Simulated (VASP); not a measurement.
# SrAlO (P-6m2) in VASP: further runs, part 2 of 2

VASP 6.6.1. Earlier steps stand in the parts before.

**3. Relaxation of cell and atoms, PBE**

This run uses another cell than the first one, of 18.95 Å³/atom, 0.937 times its volume.

INCAR reads:

```
SYSTEM = SrAlO
ALGO = Normal ; EDIFF = 1E-6
EDIFFG = -0.01 ; ENCUT = 600
GGA = PE ; IBRION = 2
ISIF = 3 ; ISMEAR = 0
LASPH = .TRUE. ; LCHARG = .FALSE.
LREAL = .FALSE. ; LWAVE = .FALSE.
NELM = 100 ; NSW = 100
PREC = Accurate ; SIGMA = 0.1
```

KPOINTS reads:

```
k-points
0
G
  12 12 14
  0 0 0
```

POSCAR reads:

```
SrAlO
1.0
    4.2842414100      0.0000000000      0.0000000000
   -2.1421207100      3.7102619000      0.0000000000
    0.0000000000      0.0000000000      3.5761822100
Sr Al O
1 1 1
Direct
    0.6666666700      0.3333333300      0.0000000000
    0.3333333300      0.6666666700      0.5000000000
    0.0000000000      0.0000000000      0.5000000000
```

Potentials or basis: VASP PAW PBE potentials, release 64 (Sr_sv, Al, O).

On the command line:

```
$ cat potpaw_PBE.64/Sr_sv/POTCAR potpaw_PBE.64/Al/POTCAR potpaw_PBE.64/O/POTCAR > POTCAR
$ mpirun -np 1 vasp_std > vasp.out
```

OUTCAR:

```text
SYSTEM = SrAlO
   EDIFF = 1E-6
   EDIFFG = -0.01
   ENCUT = 600
   GGA = PE
   IBRION = 2
   ISIF = 3
   ISMEAR = 0
   LASPH = .TRUE.
   LREAL = .FALSE.
   NELM = 100
   NSW = 100
   PREC = Accurate

 ion  position               nearest neighbor table
   1  0.667  0.333  0.000-   2 3.05   2 3.05   3 3.05   3 3.05   2 3.05   2 3.05   3 3.05   3 3.05
                             3 3.05   3 3.05   2 3.05   2 3.05
   2  0.333  0.667  0.500-   3 2.47   3 2.47   3 2.47   1 3.05   1 3.05   1 3.05   1 3.05   1 3.05
                             1 3.05
   3  0.000  0.000  0.500-   2 2.47   2 2.47   2 2.47   1 3.05   1 3.05   1 3.05   1 3.05   1 3.05
                             1 3.05

  LATTYP: Found a hexagonal cell.
 ALAT       =     4.2842414100
 C/A-ratio  =     0.8347293880

  Lattice vectors:

 A1 = (   4.2842414100,   0.0000000000,   0.0000000000)
 A2 = (  -2.1421207100,   3.7102619000,   0.0000000000)
 A3 = (   0.0000000000,   0.0000000000,   3.5761822100)

Analysis of symmetry for initial positions (statically):
=====================================================================
 Subroutine PRICEL returns:
 Original cell was already a primitive cell.

 Routine SETGRP: Setting up the symmetry group for a
 hexagonal supercell.

 Subroutine GETGRP returns: Found 12 space group operations
[... 354 lines left out ...]
--------------------------------------- Ionic step       11  -------------------------------------------

 number of electron      19.0000005 magnetization

 Free energy of the ion-electron system (eV)
  ---------------------------------------------------
  ext. energy  EPLUGINS =         0.00000000
  ---------------------------------------------------
  free energy    TOTEN  =       -12.98314588 eV

  energy without entropy =      -12.97485272  energy(sigma->0) =      -12.97899930

 E-fermi :   4.6085     XC(G=0):  -9.4558

 val. band max:        4.6034518736   @ k =   0.3333   0.3333   0.0000
 cond. band min:       4.6126979476   @ k =   0.1667   0.0000   0.2857
 fundamental gap:      0.0092460740
 Fermi energy:         4.6085264661

 k-point     1 :       0.0000    0.0000    0.0000
  band No.  band energies     occupation
      1     -31.0400      2.00000
      2     -14.1867      2.00000
      3     -13.2267      2.00000
      4     -12.8447      2.00000
      5     -12.8447      2.00000
      6       0.0891      2.00000
      7       0.0891      2.00000
      8       0.2203      2.00000
      9       0.3413      2.00000
     10       4.5813      1.30017
     11       7.4180      0.00000
     12       7.5415      0.00000
     13       7.5415      0.00000
[... 354 lines left out ...]
  band No.  band energies     occupation
      1     -31.0071      2.00000
      2     -14.1338      2.00000
      3     -13.1659      2.00000
      4     -13.0944      2.00000
      5     -12.9281      2.00000
      6      -2.0110      2.00000
      7      -0.1783      2.00000
      8       0.3959      2.00000
      9       3.0535      2.00000
     10       5.0823      0.00000
     11       5.6962      0.00000
     12       6.7256      0.00000
     13       8.5592      0.00000

 [... further k-points ...]
[... 5 lines left out ...]
  --------------------------------------------------------------------------------------
  -------------------------------------------------------------------------------------
  Total       -0.0012752     -0.0012752     -0.0039256      0.0000000      0.0000000      0.0000000
  in kB       -0.0341468     -0.0341468     -0.1051155      0.0000000      0.0000000      0.0000000
  external PRESSURE =      -0.0578030 kB  Pullay stress =       0.0000000 kB
[... 18 lines left out ...]
  FREE ENERGIE OF THE ION-ELECTRON SYSTEM (eV)
  ---------------------------------------------------
  free  energy   TOTEN  =       -12.9831458807 eV

  energy  without entropy=      -12.9748527174  energy(sigma->0) =      -12.97899930

 reached required accuracy - stopping structural energy minimisation
```

OSZICAR:

```text
N       E                     dE             d eps       ncg     rms          rms(c)
DAV:   1     0.970506030858E+02    0.97051E+02   -0.99859E+03  3952   0.143E+03
DAV:   2    -0.606310634884E+01   -0.10311E+03   -0.10039E+03  4878   0.272E+02
[... 106 lines left out ...]
  10 F= -.12983120E+02 E0= -.12978970E+02  d E =-.193231E-02
       N       E                     dE             d eps       ncg     rms          rms(c)
DAV:   1    -0.129833619620E+02   -0.24259E-03   -0.20513E-02  4022   0.130E+00    0.981E-02
DAV:   2    -0.129832150833E+02    0.14688E-03   -0.25624E-04  5155   0.130E-01    0.529E-02
DAV:   3    -0.129831569025E+02    0.58181E-04   -0.11613E-04  4947   0.898E-02    0.283E-02
DAV:   4    -0.129831454695E+02    0.11433E-04   -0.33222E-05  5215   0.493E-02    0.105E-02
DAV:   5    -0.129831458807E+02   -0.41122E-06   -0.22986E-06  4138   0.115E-02
  11 F= -.12983146E+02 E0= -.12978999E+02  d E =-.195840E-02
```

CONTCAR:

```text
SrAlO
   1.00000000000000
     3.8140982697042189    0.0000000005985289    0.0000000000000000
    -1.9070491387850794    3.3031059958400442   -0.0000000000000000
     0.0000000000000000    0.0000000000000000    4.7494188525395318
  Sr              Al              O
     1     1     1
Direct
     0.6666666699999979    0.3333333300000021    0.0000000000000000
     0.3333333300000021    0.6666666699999979    0.5000000000000000
     0.0000000000000000    0.0000000000000000    0.5000000000000000

  0.00000000E+00  0.00000000E+00  0.00000000E+00
  0.00000000E+00  0.00000000E+00  0.00000000E+00
  0.00000000E+00  0.00000000E+00  0.00000000E+00
```

It took 4.8 min on 1 thread of Intel Xeon 6975P-C (Granite Rapids), shared host; peak memory 0.34 GiB.

Results:

```yaml
Free_energy: -12.9831 eV
Relaxed_volume: 19.94 Å³/atom
Relaxed_cell: a = 3.814 Å, b = 3.814 Å, c = 4.749 Å, α = 90.00°, β = 90.00°, γ = 120.00°
Space_group_after_relaxing_to_0.05_Å: P-6m2 (No. 187)
Energy_gained_by_relaxing: 204.7 meV/atom
Ionic_steps: 11
Pressure_after_relaxing: 0.0 GPa
```

Step by step:
```tsv
step	energy change (eV)	largest force (eV/Å)	pressure (GPa)	volume (Å³)
1	0.0000	0.0000	1.40	56.85
2	-0.1889	0.0000	0.80	58.12
3	-0.5380	0.0000	-0.72	61.02
4	-0.3367	0.0000	-4.97	62.97
5	-0.5931	0.0000	-1.60	61.90
6	-0.5968	0.0000	-1.80	62.05
7	-0.6067	0.0000	1.54	58.39
8	-0.6122	0.0000	0.21	59.73
9	-0.6137	0.0000	0.11	59.78
10	-0.6142	0.0000	-0.03	59.85
11	-0.6142	0.0000	-0.01	59.83
```

Final structure:
```yaml
crystal:
  lattice:
    - [3.81410, 0.00000, 0.00000]
    - [-1.90705, 3.30311, 0.00000]
    - [0.00000, 0.00000, 4.74942]
  atoms:
    - { symbol: Sr, position: [0.66667, 0.33333, 0.00000] }
    - { symbol: Al, position: [0.33333, 0.66667, 0.50000] }
    - { symbol: O, position: [0.00000, 0.00000, 0.50000] }
```

Caveat: an odd number of electrons without spin polarisation forces a metal; a magnetic or distorted state may lie lower.
